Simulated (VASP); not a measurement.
Here is a VASP 6.6.1 calculation.

File INCAR:

```
SYSTEM = Mg32S33
PREC = Accurate
ENCUT = 520
EDIFF = 1E-6
ISMEAR = -1
SIGMA = 0.05
LREAL = Auto
LASPH = .TRUE.
NELM = 60
ALGO = Normal
ISIF = 2
LWAVE = .FALSE.
LCHARG = .TRUE.
GGA = PS
LELF = .TRUE.
LVHAR = .TRUE.
NBANDS = 169
ISYM = 0
```

The input KPOINTS:

```
Automatic mesh
0
Gamma
  1 1 1
  0.25 0.25 0.25
```

File POSCAR:

```
Mg32S33
1.0
   10.3639610000      0.0000000000      0.0000000000
    0.0000000000     10.3639610000      0.0000000000
    0.0000000000      0.0000000000     10.3639610000
S Mg
33 32
Direct
    0.2505190000      0.9998200000      0.9998140000
    0.2505080000      0.9998260000      0.4998160000
    0.2505150000      0.4998260000      0.9998090000
    0.1961030000      0.4454190000      0.5579350000
    0.7505160000      0.9998320000      0.9998060000
    0.7505030000      0.9998270000      0.4998020000
    0.7505130000      0.4998370000      0.9998230000
    0.7505110000      0.4998290000      0.4998160000
    0.9989750000      0.2482940000      0.0034300000
    0.9898020000      0.2390880000      0.5014250000
    0.0014900000      0.7488420000      0.9997970000
    0.0038370000      0.7464820000      0.4997840000
    0.4995300000      0.2508030000      0.9998150000
    0.4971620000      0.2531710000      0.4998080000
    0.5020370000      0.7513500000      0.9961650000
    0.5112220000      0.7605650000      0.4981580000
    0.0011520000      0.9994250000      0.2506900000
    0.9991760000      0.9958650000      0.7508800000
    0.0028440000      0.4995830000      0.2525910000
    0.9902200000      0.4968210000      0.7598530000
    0.5018410000      0.0037970000      0.2487230000
    0.4998680000      0.0002190000      0.7489180000
    0.5107980000      0.5028520000      0.2397490000
    0.4981620000      0.5000740000      0.7470100000
    0.2502480000      0.2521560000      0.2525800000
    0.2475090000      0.2395280000      0.7598440000
    0.2535330000      0.7601250000      0.2397520000
    0.2507700000      0.7474820000      0.7470060000
    0.7501000000      0.2504630000      0.2506850000
    0.7465590000      0.2485000000      0.7508760000
    0.7544700000      0.7511470000      0.2487220000
    0.7509180000      0.7491900000      0.7489210000
    0.3049530000      0.5542560000      0.4416330000
    0.9998460000      0.9986190000      0.0006670000
    0.9960490000      0.9969820000      0.5009050000
    0.9957960000      0.4982810000      0.0017990000
    0.9808520000      0.4986380000      0.5000580000
    0.5012000000      0.0010150000      0.9989260000
    0.5049790000      0.0026710000      0.4986880000
    0.5052380000      0.5013470000      0.9977930000
    0.5201870000      0.5009840000      0.4995220000
    0.2489900000      0.2451020000      0.0017900000
    0.2493190000      0.2301690000      0.5000510000
    0.2520170000      0.7545440000      0.9977970000
    0.2516470000      0.7694860000      0.4995110000
    0.7493160000      0.2491630000      0.0006570000
    0.7476800000      0.2453670000      0.5008990000
    0.7516870000      0.7505160000      0.9989330000
    0.7533280000      0.7542970000      0.4986980000
    0.2516560000      0.0019970000      0.2454770000
    0.2493440000      0.9976370000      0.7541690000
    0.2489490000      0.4982610000      0.2284900000
    0.2520140000      0.5013440000      0.7711170000
    0.7513790000      0.0006860000      0.2492550000
    0.7496230000      0.9989500000      0.7503580000
    0.7526840000      0.5009640000      0.2454780000
    0.7483160000      0.4986660000      0.7541690000
    0.9987520000      0.2480960000      0.2534460000
    0.9978600000      0.2471640000      0.7517760000
    0.0047190000      0.7507930000      0.2486950000
    0.9995830000      0.7456220000      0.7508900000
    0.5014520000      0.2540490000      0.2487240000
    0.4963100000      0.2488800000      0.7509130000
    0.5031800000      0.7525080000      0.2478300000
    0.5022750000      0.7515740000      0.7461570000
```

Potentials or basis: VASP PAW PBE potentials, release 64 (S, Mg).

The run is started by

```console
$ cat potpaw_PBE.64/S/POTCAR potpaw_PBE.64/Mg/POTCAR > POTCAR
$ mpirun -np 1 vasp_std > vasp.out
```

(1) What does it give for the largest force?

(2) Predict the band gap on the k mesh.

## Answers

(1) 0.170 eV/Å.

(2) 2.91 eV.

Caveat: the k points lie up to 0.61 Å⁻¹ apart; the PAW data sets were made with another functional, which shifts forces and pressure a little.
